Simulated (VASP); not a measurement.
Write the native input for VASP 6.6.1 that does the following.

```
Task                   : single point
Functional             : PBE
Potentials or basis    : VASP PAW PBE potentials, release 64 (Mg)
Cutoff                 : 520 eV
k mesh                 : 6 × 6 × 1
Occupations            : gaussian, width 0.1 eV
Spin                   : no spin polarisation
Dipole correction      : yes
Further INCAR settings : ALGO = Normal; EDIFF = 1e-07; NBANDS = 9
```

The structure of Mg lies in POSCAR:

```
Mg
1.0
    5.2401264109     -0.0000003885      0.0000000000
   -2.6200628690      4.5380827851      0.0000000000
    0.0000000000      0.0000000000     23.8000000000
Mg
2
Direct
    0.6666666667      0.3333333333      0.2941176471
    0.3333333333      0.6666666667      0.2941176471
```

One way to write it, as run:

INCAR

```
  PREC = Accurate
  ENCUT = 520
  EDIFF = 1E-7
  ISMEAR = 0
  SIGMA = 0.1
  LREAL = False
  LASPH = True
  NELM = 80
  ALGO = Normal
  ISIF = 2
  LWAVE = False
  LCHARG = False
  LDIPOL = True
  IDIPOL = 3
  DIPOL = 0.5 0.5 0.294
  GGA = PE
  NBANDS = 9
```

KPOINTS

```
regular mesh
0
Gamma
  6 6 1
```

Potentials or basis: VASP PAW PBE potentials, release 64 (Mg).

Launch:

```console
$ cat potpaw_PBE.64/Mg/POTCAR > POTCAR
$ mpirun -np 1 vasp_std > vasp.out
```

It gave:

```json
{"Band gap on the k mesh": "zero (band 2 reaches -2.39 eV, above the bottom of band 3 at -2.99 eV)"}
```

Wall time 67 s on 1 thread of Intel(R) Xeon(R) Platinum 8259CL CPU @ 2.50GHz (Skylake/Cascade Lake), with other jobs on the host, peak memory 0.54 GiB.
